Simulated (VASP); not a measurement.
# Ir (P6_3/mmc) in VASP: a series of runs, part 3 of 3

VASP 6.6.1. The steps go on from the part before.

### Step 5. Relaxation of cell and atoms, PBE

This run uses another cell than the first one, of 14.15 Å³/atom, 0.869 times its volume.

INCAR

```
  PREC = Accurate
  ENCUT = 600
  EDIFF = 1E-7
  ISMEAR = -1
  SIGMA = 0.1
  LREAL = F
  LASPH = T
  NELM = 60
  ALGO = Normal
  ISIF = 3
  LWAVE = F
  LCHARG = F
  GGA = PE
  IBRION = 2
  NSW = 80
  EDIFFG = -0.01
```

KPOINTS

```
regular mesh
0
Gamma
  13 13 4
```

POSCAR

```
Ir
1.0
    2.7148619862      0.0000000000      0.0000000000
   -1.3574309931      2.3511394478      0.0000000000
    0.0000000000      0.0000000000      8.8667392469
Ir
4
Direct
    0.0000000000      0.0000000000      0.0000000000
    0.0000000000      0.0000000000      0.5000000000
    0.3333333333      0.6666666667      0.2500000000
    0.6666666667      0.3333333333      0.7500000000
```

Potentials or basis: VASP PAW PBE potentials, release 64 (Ir).

Command:

```sh
$ cat potpaw_PBE.64/Ir/POTCAR > POTCAR
$ mpirun -np 1 vasp_std > vasp.out
```

OUTCAR:

```text
PREC = Accurate
   ENCUT = 600
   EDIFF = 1E-7
   ISMEAR = -1
   LREAL = F
   LASPH = T
   NELM = 60
   ISIF = 3
   GGA = PE
   IBRION = 2
   NSW = 80
   EDIFFG = -0.01

 ion  position               nearest neighbor table
   1  0.000  0.000  0.000-   3 2.71   4 2.71   3 2.71   4 2.71   4 2.71   3 2.71
   2  0.000  0.000  0.500-   3 2.71   4 2.71   3 2.71   4 2.71   4 2.71   3 2.71
   3  0.333  0.667  0.250-   1 2.71   2 2.71   1 2.71   2 2.71   1 2.71   2 2.71
   4  0.667  0.333  0.750-   1 2.71   2 2.71   1 2.71   2 2.71   1 2.71   2 2.71

  LATTYP: Found a hexagonal cell.
 ALAT       =     2.7148619862
 C/A-ratio  =     3.2660000000

  Lattice vectors:

 A1 = (   2.7148619862,   0.0000000000,   0.0000000000)
 A2 = (  -1.3574309931,   2.3511394478,   0.0000000000)
 A3 = (   0.0000000000,   0.0000000000,   8.8667392469)

Analysis of symmetry for initial positions (statically):
=====================================================================
 Subroutine PRICEL returns:
 Original cell was already a primitive cell.

 Routine SETGRP: Setting up the symmetry group for a
 hexagonal supercell.

 Subroutine GETGRP returns: Found 24 space group operations
 (whereof 12 operations were pure point group operations)
 out of a pool of 24 trial point group operations.

The static configuration has the point symmetry D_3d.
 The point group associated with its full space group is D_6h.

Analysis of symmetry for dynamics (positions and initial velocities):
[... 151 lines left out ...]
 maximum number of plane-waves:      1932
 NGX is ok and might be reduce to    24
   NGX = 11   NGY = 11   NGZ = 35

--------------------------------------- Ionic step        1  -------------------------------------------

 number of electron      36.0000001 magnetization

 Free energy of the ion-electron system (eV)
  ---------------------------------------------------
  ext. energy  EPLUGINS =         0.00000000
  ---------------------------------------------------
  free energy    TOTEN  =       -35.27610692 eV

  energy without entropy =      -35.13980775  energy(sigma->0) =      -35.20795733

 E-fermi :  10.4506     XC(G=0): -13.9869

 val. band max:       10.4385093190   @ k =   0.3846   0.1538   0.0000
 cond. band min:      10.4646431414   @ k =   0.3846   0.2308   0.2500
 fundamental gap:      0.0261338225
 Fermi energy:        10.4506291619

 k-point     1 :       0.0000    0.0000    0.0000
  band No.  band energies     occupation
      1      -0.7144      2.00000
      2       1.4805      2.00000
      3       1.5078      2.00000
      4       2.3036      2.00000
      5       6.0162      2.00000
      6       6.0577      2.00000
[... 704 lines left out ...]
--------------------------------------- Ionic step        4  -------------------------------------------

 number of electron      35.9999998 magnetization

 Free energy of the ion-electron system (eV)
  ---------------------------------------------------
  ext. energy  EPLUGINS =         0.00000000
  ---------------------------------------------------
  free energy    TOTEN  =       -35.33008551 eV

  energy without entropy =      -35.18701237  energy(sigma->0) =      -35.25854894

 E-fermi :   9.9478     XC(G=0): -13.8149

 val. band max:        9.9377984566   @ k =   0.3846   0.1538   0.0000
 cond. band min:       9.9621326955   @ k =   0.3846   0.2308   0.2500
 fundamental gap:      0.0243342389
 Fermi energy:         9.9477694400

 k-point     1 :       0.0000    0.0000    0.0000
  band No.  band energies     occupation
      1      -0.9005      2.00000
      2       1.2472      2.00000
      3       1.2729      2.00000
      4       2.1097      2.00000
      5       5.7033      2.00000
      6       5.7425      2.00000
[... 622 lines left out ...]
  FREE ENERGIE OF THE ION-ELECTRON SYSTEM (eV)
  ---------------------------------------------------
  free  energy   TOTEN  =       -35.3300855146 eV

  energy  without entropy=      -35.1870123700  energy(sigma->0) =      -35.25854894

 reached required accuracy - stopping structural energy minimisation
```

OSZICAR:

```text
N       E                     dE             d eps       ncg     rms          rms(c)
DAV:   1     0.414951440460E+03    0.41495E+03   -0.18013E+04  2772   0.185E+03
DAV:   2    -0.834942104091E+01   -0.42330E+03   -0.40867E+03  2838   0.507E+02
[... 41 lines left out ...]
DAV:   1    -0.353304145570E+02   -0.45436E-03   -0.12747E-02  2778   0.138E+00    0.159E-01
DAV:   2    -0.353301162987E+02    0.29826E-03   -0.68729E-04  2794   0.274E-01    0.591E-02
DAV:   3    -0.353300832840E+02    0.33015E-04   -0.19326E-04  3644   0.133E-01    0.196E-02
DAV:   4    -0.353300857002E+02   -0.24162E-05   -0.96298E-06  2952   0.321E-02    0.499E-03
DAV:   5    -0.353300855835E+02    0.11675E-06   -0.22857E-06  4300   0.172E-02    0.261E-03
DAV:   6    -0.353300855146E+02    0.68828E-07   -0.51670E-07  2390   0.999E-03
   4 F= -.35330086E+02 E0= -.35258549E+02  d E =-.539786E-01
```

CONTCAR:

```text
Ir
   1.00000000000000
     2.7410346411396636   -0.0000000000000000    0.0000000000000000
    -1.3705173205698318    2.3738056318617162   -0.0000000000000000
    -0.0000000000000000    0.0000000000000000    8.9537963733863180
  Ir
     4
Direct
     0.0000000000000000    0.0000000000000000    0.0000000000000000
     0.0000000000000000    0.0000000000000000    0.5000000000000000
     0.3333333332999970    0.6666666667000030    0.2500000000000000
     0.6666666667000030    0.3333333332999970    0.7500000000000000

  0.00000000E+00  0.00000000E+00  0.00000000E+00
  0.00000000E+00  0.00000000E+00  0.00000000E+00
  0.00000000E+00  0.00000000E+00  0.00000000E+00
  0.00000000E+00  0.00000000E+00  0.00000000E+00
```

It took 2 min on 1 thread of Intel Xeon 6975P-C (Granite Rapids), shared host; peak memory 0.23 GiB.

Results:

| Property | Result |
| --- | --- |
| Free energy | -35.3301 eV |
| Relaxed volume | 14.56 Å³/atom |
| Relaxed cell | a = 2.741 Å, b = 2.741 Å, c = 8.954 Å, α = 90.00°, β = 90.00°, γ = 120.00° |
| Space group after relaxing (to 0.05 Å) | P6_3/mmc (No. 194) |
| Energy gained by relaxing | 13.5 meV/atom |
| Ionic steps | 4 |
| Pressure after relaxing | 0.0 GPa |

Step by step:
| step | energy change (eV) | largest force (eV/Å) | pressure (GPa) | volume (Å³) |
| --- | --- | --- | --- | --- |
| 1 | 0.0000 | 0.0000 | 10.77 | 56.60 |
| 2 | 0.5752 | 0.0000 | -27.75 | 64.75 |
| 3 | -0.0539 | 0.0000 | -0.47 | 58.34 |
| 4 | -0.0540 | 0.0000 | -0.03 | 58.26 |

Final structure:
```
Ir
1.0
     2.74103    0.00000    0.00000
    -1.37052    2.37381    0.00000
     0.00000    0.00000    8.95380
Ir
4
Direct
  0.00000 0.00000 0.00000
  0.00000 0.00000 0.50000
  0.33333 0.66667 0.25000
  0.66667 0.33333 0.75000
```

Caveat: the bands computed are all filled at some k points, so no gap is given; spin-orbit coupling is left out, which moves the levels of the heavy elements.

### Step 6. Overview

```tsv
task	spin	cell	k mesh	cutoff (eV)	smearing	gap on the mesh (eV)	pressure (GPa)
single point	off	a = 2.845, b = 2.845, c = 9.294 Å, angles 90.0, 90.0, 120.0°, 4 atoms	15 × 15 × 4	520	fermi-dirac 0.1 eV	none	-29.0
single point	off	a = 2.739, b = 2.739, c = 8.950 Å, angles 90.0, 90.0, 120.0°, 4 atoms	17 × 17 × 5	520	fermi-dirac 0.1 eV	none	0.4
single point	collinear, ferromagnetic start	a = 2.774, b = 2.774, c = 9.070 Å, angles 90.0, 90.0, 120.0°, 4 atoms	17 × 17 × 5	520	fermi-dirac 0.05 eV	none	-12.0
relaxation of cell and atoms	off	relaxed from a = 2.715, b = 2.715, c = 8.867 Å, angles 90.0, 90.0, 120.0°, 4 atoms	13 × 13 × 4	600	fermi-dirac 0.1 eV	-	0.0
```

Alike in all rows: level PBE; potentials or basis VASP PAW PBE potentials, release 64 (Ir).

Caveats: spin-orbit coupling is left out, which moves the levels of the heavy elements; the bands computed are all filled at some k points, so no gap is given (some runs).

Total energies depend on the potentials used, so only differences within one code and one set of settings carry meaning.
